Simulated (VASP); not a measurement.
Here is a VASP 6.6.1 calculation.

INCAR

```
PREC     = Accurate       # precision mode
ENCUT    = 600            # plane-wave cutoff, eV
EDIFF    = 1E-6           # SCF threshold, eV
ISMEAR   = 0              # smearing method
SIGMA    = 0.1            # smearing width, eV
LREAL    = False          # projectors in reciprocal space
LASPH    = True           # aspherical terms in the spheres
NELM     = 80             # most SCF steps
ALGO     = Normal         # electronic algorithm
ISIF     = 3              # what is computed and relaxed
LWAVE    = False          # write WAVECAR
LCHARG   = False          # write CHGCAR
GGA      = PE             # functional
IBRION   = 2              # ionic algorithm
NSW      = 100            # ionic steps
EDIFFG   = -0.01          # ionic threshold
```

File KPOINTS:

```
regular mesh
0
Gamma
  10 10 10
```

Contents of POSCAR:

```
P4C
1.0
    4.0229158170      0.0000000000      0.0000000000
    0.0000000000      4.0229158170      0.0000000000
    0.0000000000      0.0000000000      4.0229158170
P C
4 1
Direct
    0.5000000000      0.0000000000      0.0000000000
    0.0000000000      0.5000000000      0.0000000000
    0.0000000000      0.0000000000      0.5000000000
    0.5000000000      0.5000000000      0.5000000000
    0.0000000000      0.0000000000      0.0000000000
```

Potentials or basis: VASP PAW PBE potentials, release 64 (P, C).

Command:

```sh
$ cat potpaw_PBE.64/P/POTCAR potpaw_PBE.64/C/POTCAR > POTCAR
$ mpirun -np 1 vasp_std > vasp.out
```

(1) What does it give for the space group after relaxing (to 0.1 Å)?

(2) Predict the relaxed volume.

Results:

(1) Pm-3m (No. 221).

(2) 13.17 Å³/atom.
